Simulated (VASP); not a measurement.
Here is a VASP 6.6.1 calculation.

Contents of INCAR:

```
SYSTEM = Si3Bi2Te2
PREC     = Accurate       ! precision mode
ENCUT    = 500            ! plane-wave cutoff, eV
EDIFF    = 1E-6           ! SCF threshold, eV
ISMEAR   = 0              ! smearing method
SIGMA    = 0.2            ! smearing width, eV
LREAL    = .False.        ! projectors in reciprocal space
LASPH    = .True.         ! aspherical terms in the spheres
NELM     = 120            ! most SCF steps
ALGO     = Normal         ! electronic algorithm
ISIF     = 2              ! what is computed and relaxed
LWAVE    = .False.        ! write WAVECAR
LCHARG   = .False.        ! write CHGCAR
GGA      = PE             ! functional
NBANDS   = 36             ! bands
GGA_COMPAT= .False.
```

File KPOINTS:

```
regular mesh
0
Gamma
  3 3 2
  0 0 0
```

Contents of POSCAR:

```
Si3Bi2Te2
1.0
    5.3288675619      0.0000000000      0.0000000000
   -2.6644337810      4.6149346820      0.0000000000
    0.0000000000      0.0000000000      7.4505033654
Si Bi Te
3 2 2
Direct
    0.5000000000      0.0000000000      0.5000000000
    0.0000000000      0.5000000000      0.5000000000
    0.5000000000      0.5000000000      0.5000000000
    0.3333333333      0.6666666667      0.0000000000
    0.6666666667      0.3333333333      0.0000000000
    0.0000000000      0.0000000000      0.2690700484
    0.0000000000      0.0000000000      0.7309299516
```

Potentials or basis: VASP PAW PBE potentials, release 64 (Si, Bi_d, Te).

Run with:

```bash
$ cat potpaw_PBE.64/Si/POTCAR potpaw_PBE.64/Bi_d/POTCAR potpaw_PBE.64/Te/POTCAR > POTCAR
$ mpirun -np 1 vasp_std > vasp.out
```

Problem. Estimate the largest force.

Solution. 0.017 eV/Å.

Problem. Predict the band gap on the k mesh.

Solution. Zero (bands 27 and 28 overlap by 1.03 eV).

Problem. What does it give for the pressure?

Solution. -0.3 GPa.

Stress tensor (GPa, compression positive):
```
-0.50  0.00  0.00
 0.00 -0.50  0.00
 0.00  0.00  0.02
```

Caveat: the k points lie up to 0.45 Å⁻¹ apart, too coarse for converged energies and pressures of a metal; spin-orbit coupling is left out, which moves the levels of the heavy elements.
